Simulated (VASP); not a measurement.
# H17O8F in VASP: notebook

Runs on H17O8F. Level: PBEsol. Tasks: single point.

Everything below comes from runs of VASP 6.6.1. Logs are shortened: lines on timing, memory, paths and dates and some standing lists are left out, and cuts for length are marked.

## Step 1: The cell of the first run

The cell holds a disordered packing, 26 atoms: a = 6.495 Å, b = 6.495 Å, c = 6.495 Å, α = 90.00°, β = 90.00°, γ = 90.00°.

## Step 2: Single point, PBEsol

INCAR

```
PREC = Accurate
ENCUT = 520
EDIFF = 1E-6
ISMEAR = -1
SIGMA = 0.02
LREAL = False
LASPH = True
NELM = 120
ALGO = Normal
ISIF = 2
LWAVE = False
LCHARG = False
GGA = PS
NBANDS = 55
GGA_COMPAT = False
```

KPOINTS

```
Automatic mesh
0
Gamma
  1 1 1
```

POSCAR

```
H17O8F
1.0
    6.4950650000      0.0000000000      0.0000000000
    0.0000000000      6.4950650000      0.0000000000
    0.0000000000      0.0000000000      6.4950650000
O H F
8 17 1
Direct
    0.8379592814      0.0234947610      0.3568555511
    0.5739896367      0.3923748261      0.4154846795
    0.4127133447      0.1353335186      0.7005164690
    0.0443259613      0.5159455679      0.2737155055
    0.9316457957      0.5492631713      0.6832264188
    0.0059121810      0.1257724134      0.7545574987
   -0.0435099572      0.8323242339      1.0099667979
    0.5866915882      0.7730946496      0.5704330904
    0.7348502286      0.1317307833      0.3262015084
    0.8545257053     -0.0583058060      0.2256174496
    0.5090788160      0.3876173680      0.2726839531
    0.5276005706      0.5263842625      0.4629514870
    0.2586887121      0.1563186820      0.7237340966
    0.4577013471      0.2300515853      0.5920341059
    0.0466969923      0.6431498376      0.1957794110
   -0.0379364949      0.4245531030      0.1839704453
    0.9941240003      0.5283395932      0.5434279719
    0.7865202273      0.6212870849      0.6499242117
   -0.0314546506      0.2804436907      0.7540494206
   -0.0322244658      0.0795681029      0.6160215487
   -0.0307772132      0.9612528897      0.9200831708
   -0.0509155798      0.7207010245      0.9084743571
    0.5009187745      0.8818541462      0.6367295785
    0.6780224678      0.8588674632      0.4750991714
    0.5034437685      0.1941781953      0.8813614644
    0.5532662106      0.2662944867      1.0208211927
```

Potentials or basis: VASP PAW PBE potentials, release 64 (O, H, F).

The run is started by

```
$ cat potpaw_PBE.64/O/POTCAR potpaw_PBE.64/H/POTCAR potpaw_PBE.64/F/POTCAR > POTCAR
$ mpirun -np 1 vasp_gam > vasp.out
```

OUTCAR:

```text
PREC = Accurate
   ENCUT = 520
   EDIFF = 1E-6
   ISMEAR = -1
   LREAL = False
   LASPH = True
   NELM = 120
   ISIF = 2
   GGA = PS

 ion  position               nearest neighbor table
   1  0.838  0.023  0.357-   9 0.99  10 1.01
   2  0.574  0.392  0.415-  12 0.97  11 1.02
   3  0.413  0.135  0.701-  14 0.98  13 1.02  25 1.37
   4  0.044  0.516  0.274-  15 0.97  16 0.99
   5  0.932  0.549  0.683-  17 1.00  18 1.07
   6  0.006  0.126  0.755-  20 0.98  19 1.03
   7  0.956  0.832  0.010-  22 0.98  21 1.02
   8  0.587  0.773  0.570-  23 1.00  24 1.02
   9  0.735  0.132  0.326-   1 0.99
  10  0.855  0.942  0.226-   1 1.01
  11  0.509  0.388  0.273-   2 1.02
  12  0.528  0.526  0.463-   2 0.97
  13  0.259  0.156  0.724-   3 1.02
  14  0.458  0.230  0.592-   3 0.98
[... 8 lines left out ...]
  23  0.501  0.882  0.637-   8 1.00
  24  0.678  0.859  0.475-   8 1.02
  25  0.503  0.194  0.881-  26 1.07   3 1.37
  26  0.553  0.266  0.021-  25 1.07

  LATTYP: Found a simple cubic cell.
 ALAT       =     6.4950650000

  Lattice vectors:

 A1 = (   6.4950650000,   0.0000000000,   0.0000000000)
 A2 = (   0.0000000000,   6.4950650000,   0.0000000000)
 A3 = (   0.0000000000,   0.0000000000,   6.4950650000)

Analysis of symmetry for initial positions (statically):
=====================================================================
 Subroutine PRICEL returns:
 Original cell was already a primitive cell.

 Routine SETGRP: Setting up the symmetry group for a
 simple cubic supercell.

 Subroutine GETGRP returns: Found  1 space group operations
 (whereof  1 operations were pure point group operations)
 out of a pool of 48 trial point group operations.

The static configuration has the point symmetry C_1 .

Analysis of symmetry for dynamics (positions and initial velocities):
=====================================================================
 Subroutine PRICEL returns:
 Original cell was already a primitive cell.

 Routine SETGRP: Setting up the symmetry group for a
 simple cubic supercell.

 Subroutine GETGRP returns: Found  1 space group operations
 (whereof  1 operations were pure point group operations)
 out of a pool of 48 trial point group operations.

The dynamic configuration has the point symmetry C_1 .

 Subroutine INISYM returns: Found  1 space group operations
 (whereof  1 operations are pure point group operations),
 and found     1 'primitive' translations

----------------------------------------------------------------------------------------

                                     Primitive cell

  volume of cell :     274.0000

  direct lattice vectors                    reciprocal lattice vectors
     6.495065000  0.000000000  0.000000000     0.153963047  0.000000000  0.000000000
     0.000000000  6.495065000  0.000000000     0.000000000  0.153963047  0.000000000
     0.000000000  0.000000000  6.495065000     0.000000000  0.000000000  0.153963047

  length of vectors
     6.495065000  6.495065000  6.495065000     0.153963047  0.153963047  0.153963047

  position of ions in fractional coordinates (direct lattice)
     0.837959281  0.023494761  0.356855551
     0.573989637  0.392374826  0.415484679
     0.412713345  0.135333519  0.700516469
     0.044325961  0.515945568  0.273715506
     0.931645796  0.549263171  0.683226419
     0.005912181  0.125772413  0.754557499
[... 18 lines left out ...]
     0.503443768  0.194178195  0.881361464
     0.553266211  0.266294487  0.020821193

  ion indices of the primitive-cell ions
   primitive index   ion index
                 1           1
                 2           2
                 3           3
                 4           4
                 5           5
                 6           6
[... 18 lines left out ...]
                25          25
                26          26

----------------------------------------------------------------------------------------

 KPOINTS: Automatic mesh

Automatic generation of k-mesh.
 Grid dimensions read from file:
 generate k-points for:    1    1    1

 Generating k-lattice:

  Cartesian coordinates                     Fractional coordinates (reciprocal lattice)
     0.153963047  0.000000000  0.000000000     1.000000000  0.000000000  0.000000000
     0.000000000  0.153963047  0.000000000     0.000000000  1.000000000  0.000000000
     0.000000000  0.000000000  0.153963047     0.000000000  0.000000000  1.000000000

  Length of vectors
     0.153963047  0.153963047  0.153963047

  Shift w.r.t. Gamma in fractional coordinates (k-lattice)
     0.000000000  0.000000000  0.000000000

 Subroutine IBZKPT returns following result:
 ===========================================

 Found      1 irreducible k-points:

 Following reciprocal coordinates:
            Coordinates               Weight
  0.000000  0.000000  0.000000      1.000000
   k-points           NKPTS =      1   k-points in BZ     NKDIM =      1   number of bands    NBANDS=     55
   number of dos      NEDOS =    301   number of ions     NIONS =     26
   total plane-waves  NPLWV = 110592
   dimension x,y,z NGX =    48 NGY =   48 NGZ =   48
   dimension x,y,z NGXF=    96 NGYF=   96 NGZF=   96
   ions per type =               8  17   1
   NGX,Y,Z   is equivalent  to a cutoff of  12.29, 12.29, 12.29 a.u.
   NGXF,Y,Z  is equivalent  to a cutoff of  24.57, 24.57, 24.57 a.u.
 SYSTEM =  unknown system
   PREC   = accura    normal or accurate (medium, high low for compatibility)
   ISTART =      0    job   : 0-new  1-cont  2-samecut
   ICHARG =      2    charge: 1-file 2-atom 10-const
   ISPIN  =      1    spin polarized calculation?
   LNONCOLLINEAR =      F non collinear calculations
   LSORBIT =      F    spin-orbit coupling
   LASPH  =      T    aspherical Exc in radial PAW
   ENCUT  =  520.0 eV  38.22 Ry    6.18 a.u.  12.08 12.08 12.08*2*pi/ulx,y,z
   NELM   =    120;   NELMIN=  2; NELMDL= -5     # of ELM steps
   EDIFF  = 0.1E-05   stopping-criterion for ELM
   LREAL  =      F    real-space projection
   EDIFFG = 0.1E-04   stopping-criterion for IOM
   NSW    =      0    number of steps for IOM
   IBRION =     -1    ionic relax: 0-MD 1-quasi-New 2-CG
   NFREE  =      0    steps in history (QN), initial steepest desc. (CG)
   ISIF   =      2    stress and relaxation
   ISYM   =      2    0-nonsym 1-usesym 2-fastsym
   POTIM  = 0.5000    time-step for ionic-motion
   TEBEG  =    0.0;   TEEND  =   0.0 temperature during run
   PSTRESS=    0.0 pullay stress
   NELECT =      72.0000    total number of electrons
   NUPDOWN=      -1.0000    fix difference up-down
   EMIN   =  10.00;   EMAX   =-10.00  energy-range for DOS
   EFERMI =   0.00;   METHOD = LEGACY
   ISMEAR =    -1;   SIGMA  =   0.02  broadening in eV -4-tet -1-fermi 0-gaus
   EFERMI_NEDOS =   21; number of points for ismear=-14 and -15
   IALGO  =     38    algorithm
   IMIX   =      4    mixing-type and parameters
     AMIX     =   0.40;   BMIX     =  1.00
     AMIX_MAG =   1.60;   BMIX_MAG =  1.00
  volume/ion in A,a.u.               =      10.54        71.12
  Fermi-wavevector in a.u.,A,eV,Ry     =   1.048581  1.981532 14.959919  1.099523
  Thomas-Fermi vector in A             =   2.183509
   LORBIT       =      0    0 simple, 1 ext, 2 COOP (PROOUT), +10 PAW based schemes
   GGA     = PS    functional components
   LHFCALC =     F    Hartree Fock is set to
   AEXX    =    0.0000 exact exchange contribution
   IVDW    =     0    specifies the selected vdW correction
   LEPSILON=     F    determine dielectric tensor
   LRPA    =     F    only Hartree local field effects (RPA)
 non-spin polarized calculation
  energy-cutoff  :      520.00
  volume of cell :      274.00
 maximum number of plane-waves:      3625
   NGX = 25   NGY = 25   NGZ = 25

 number of electron      72.0000002 magnetization

 Free energy of the ion-electron system (eV)
  ---------------------------------------------------
  ext. energy  EPLUGINS =         0.00000000
  ---------------------------------------------------
  free energy    TOTEN  =      -127.18543160 eV

  energy without entropy =     -127.18543160  energy(sigma->0) =     -127.18543160

 E-fermi :  -3.4045     XC(G=0):  -6.5898

 val. band max:       -3.9682641495   @ k =   0.0000   0.0000   0.0000
 cond. band min:       1.0844550444   @ k =   0.0000   0.0000   0.0000
 fundamental gap:      5.0527191938
 Fermi energy:        -3.4044919937

 k-point     1 :       0.0000    0.0000    0.0000
  band No.  band energies     occupation
      1     -24.9524      2.00000
      2     -23.1406      2.00000
      3     -22.6893      2.00000
      4     -22.4847      2.00000
      5     -22.1486      2.00000
      6     -22.0296      2.00000
[... 40 lines left out ...]
     47       6.8285      0.00000
     48       7.0371      0.00000
 [bands above 48 left out]

------------------------ aborting loop because EDIFF is reached ----------------------------------------

  FORCE on cell =-STRESS in cart. coord.  units (eV):
  Direction    XX          YY          ZZ          XY          YZ          ZX
  --------------------------------------------------------------------------------------
  -------------------------------------------------------------------------------------
  Total       -3.0648541     -1.6051016     -2.4611339      2.1088376     -0.8144761     -1.4773698
  in kB      -17.9213152     -9.3856121    -14.3911441     12.3311396     -4.7625378     -8.6387181
  external PRESSURE =     -13.8993571 kB  Pullay stress =       0.0000000 kB

 VOLUME and BASIS-vectors are now :
 -----------------------------------------------------------------------------
  energy-cutoff  :      520.00
  volume of cell :      274.00
      direct lattice vectors                 reciprocal lattice vectors
     6.495065000  0.000000000  0.000000000     0.153963047  0.000000000  0.000000000
     0.000000000  6.495065000  0.000000000     0.000000000  0.153963047  0.000000000
     0.000000000  0.000000000  6.495065000     0.000000000  0.000000000  0.153963047

 POSITION                                       TOTAL-FORCE (eV/Angst)
 -----------------------------------------------------------------------------------
      5.44260      0.15260      2.31780        -0.607048     -0.037079     -0.170451
      3.72810      2.54850      2.69860        -1.021186     -1.098074     -1.649706
      2.68060      0.87900      4.54990        -0.652312     -0.560991      1.169860
      0.28790      3.35110      1.77780        -0.130784     -1.164160     -0.038062
      6.05110      3.56750      4.43760        -1.735962      0.489397     -0.363365
      0.03840      0.81690      4.90090         0.382755      1.971501      0.033421
[... 18 lines left out ...]
      3.26990      1.26120      5.72450        -0.098817      0.601944      0.464719
      3.59350      1.72960      0.13523         0.025456     -0.485990     -0.460199
 -----------------------------------------------------------------------------------
    total drift:                                0.001490     -0.000869      0.001507

  FREE ENERGIE OF THE ION-ELECTRON SYSTEM (eV)
  ---------------------------------------------------
  free  energy   TOTEN  =      -127.1854316031 eV

  energy  without entropy=     -127.1854316031  energy(sigma->0) =     -127.18543160
```

Wall time 16 s (1 thread of Intel Xeon 6975P-C (Granite Rapids), shared host); peak memory 0.3 GiB.

Results:

```yaml
Free_energy: -127.1854 eV
Pressure: -1.4 GPa
Largest_force: 2.229 eV/Å
```

Forces in eV/Å, atoms in the order of the input:
```
O   -0.607 -0.037 -0.170
O   -1.021 -1.098 -1.650
O   -0.652 -0.561  1.170
O   -0.131 -1.164 -0.038
O   -1.736  0.489 -0.363
O    0.383  1.972  0.033
O   -0.026  0.578  0.287
O    0.346  0.291 -0.339
H    0.350 -0.051  0.070
H    0.284  0.134  0.050
H    0.665 -0.403  0.936
H    0.161  1.138  0.642
H    0.305 -0.456 -0.096
H    0.496  0.840 -0.995
H    0.082  0.949 -0.386
H    0.291  0.243  0.676
H   -0.325  0.322  0.066
H    1.769 -0.956  0.451
H   -0.125 -0.771 -0.040
H   -0.333 -0.245 -0.587
H    0.082 -0.508  0.336
H   -0.073 -0.352 -0.462
H    0.120 -0.200  0.044
H   -0.230 -0.270  0.360
H   -0.099  0.602  0.465
F    0.025 -0.486 -0.460
```

Levels at points of the mesh, in eV from the Fermi level:
```tsv
k point	band 34	band 35	band 36	band 37	band 38	band 39
(0.00, 0.00, 0.00)	-0.75	-0.69	-0.56	4.49	7.58	8.00
```

Caveat: the k points lie up to 0.97 Å⁻¹ apart; the PAW data sets were made with another functional, which shifts forces and pressure a little.

## Step 3: Single point, PBEsol

INCAR

```
SYSTEM = H17O8F
PREC = Accurate ; ENCUT = 520
EDIFF = 1E-6 ; ISMEAR = -1
SIGMA = 0.02 ; LREAL = .False.
LASPH = .True. ; NELM = 120
ALGO = Normal ; ISIF = 2
LWAVE = .False. ; LCHARG = .True.
GGA = PS ; LELF = .True.
LVHAR = .True. ; NBANDS = 55
GGA_COMPAT = .False.
```

KPOINTS

```
regular mesh
0
Gamma
  1 1 1
  0 0 0
```

POSCAR

```
H17O8F
1.0
    6.4950650000      0.0000000000      0.0000000000
    0.0000000000      6.4950650000      0.0000000000
    0.0000000000      0.0000000000      6.4950650000
O H F
8 17 1
Direct
    0.8070896904      0.0315162358      0.3762241025
    0.5526503584      0.3574098181      0.3887566945
    0.4108965807      0.1446636793      0.7026257628
    0.0732556179      0.5179778801      0.2886499211
    0.9272424525      0.5673846220      0.6634729599
    0.0245571060      0.1909911602      0.7302775261
   -0.0181214507      0.8583747815      1.0219759156
    0.5685239486      0.7528177162      0.5633353939
    0.7223792218      0.1310379496      0.3095581030
    0.8834553619     -0.0468355590      0.2672644539
    0.5043983394      0.3555930541      0.2311293267
    0.5168693462      0.4942213819      0.4488946608
    0.2429998776      0.1511609199      0.7170059114
    0.4353767052      0.2426765552      0.5746208852
    0.0932554178      0.6299552045      0.1892975667
   -0.0375669835      0.4237063062      0.2530998535
    0.9831464350      0.5771150866      0.5133435924
    0.7895071104      0.6255364650      0.6542659696
   -0.0183985842      0.3430758584      0.7022870441
   -0.0205386705      0.1162728933      0.6013796629
   -0.0428479161      0.9838546650      0.9369729171
   -0.0247264654      0.7490764142      0.9144481233
    0.4702339392      0.8416082056      0.6435963304
    0.6433038007      0.8555880503      0.4772392578
    0.4719737216      0.2191202090      0.8617311759
    0.5326813511      0.2657710123      1.0222838417
```

Potentials or basis: VASP PAW PBE potentials, release 64 (O, H, F).

The run is started by

```
$ cat potpaw_PBE.64/O/POTCAR potpaw_PBE.64/H/POTCAR potpaw_PBE.64/F/POTCAR > POTCAR
$ mpirun -np 1 vasp_gam > vasp.out
```

It took 17 s on 1 thread of Intel Xeon 6975P-C (Granite Rapids), shared host; peak memory 0.29 GiB.

Results (log left out):

| Property | Result |
| --- | --- |
| Free energy | -127.0616 eV |
| Pressure | -1.5 GPa |
| Largest force | 2.368 eV/Å |

Forces on the atoms (eV/Å):
```
O    1.625 -1.669  0.423
O   -1.014  0.549 -0.955
O   -1.429  0.759 -0.701
O    0.440  0.096  0.732
O    1.390 -0.019 -0.769
O   -0.068 -0.585 -0.915
O   -0.115 -0.119 -0.646
O   -0.869  0.134  0.610
H   -0.957  1.218 -0.534
H   -0.427  0.258 -0.003
H    0.478 -0.257  1.587
H    0.424  0.060 -0.404
H    0.911  0.309  0.155
H    0.556 -0.996  0.617
H   -0.489 -0.164 -0.122
H   -0.094  0.234 -0.573
H   -0.110 -0.084  0.975
H   -1.199  0.265 -0.048
H   -0.092 -0.307  0.375
H   -0.318  0.488  0.583
H    0.356  0.033  0.201
H   -0.110  0.091  0.153
H    0.795 -0.375 -0.470
H    0.191  0.229 -0.052
H    0.085 -0.278 -0.058
F    0.039  0.132 -0.164
```

Stress tensor (GPa, compression positive):
```
-0.01 -0.10  0.64
-0.10 -1.25 -0.77
 0.64 -0.77 -3.38
```

Levels at points of the mesh, in eV from the Fermi level:
| k point | band 33 | band 34 | band 35 | band 36 | band 37 | band 38 | band 39 | band 40 |
| --- | --- | --- | --- | --- | --- | --- | --- | --- |
| (0.00, 0.00, 0.00) | -1.01 | -0.90 | -0.85 | -0.53 | 4.44 | 7.46 | 7.94 | 8.16 |

Caveat: the k points lie up to 0.97 Å⁻¹ apart; the atoms stand as in a frame of molecular dynamics; the PAW data sets were made with another functional, which shifts forces and pressure a little.
